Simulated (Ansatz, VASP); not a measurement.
**One calculation of CdS, two programs**

```
Cd S
1.0
     0.00000    2.84168    2.84168
     2.84168    0.00000    2.84168
     2.84168    2.84168    0.00000
Cd S
1 1
Direct
  0.00000 0.00000 0.00000
  0.25000 0.25000 0.25000
```

Alike in both runs: task single point; functional PBE; dispersion D3(BJ); k mesh 6 × 6 × 6; no spin polarisation.

|  | VASP | Ansatz |
| --- | --- | --- |
| version | VASP 6.6.1 | Ansatz 0.2.0 |
| potentials or method | VASP PAW PBE potentials, release 64 (Cd, S), cutoff 520 eV | plane waves, PAW |
| occupations | methfessel-paxton of order 1, width 0.1 eV | cold |
| valence electrons in the cell | 18 | 26 |

|  | VASP | Ansatz | Ansatz less VASP |
| --- | --- | --- | --- |
| pressure (GPa) | 6.9 | 6.4 | -0.50 |

VASP's potentials hold 18 valence electrons a cell and Ansatz's 26, so a difference there can come from the potentials and not from the codes.
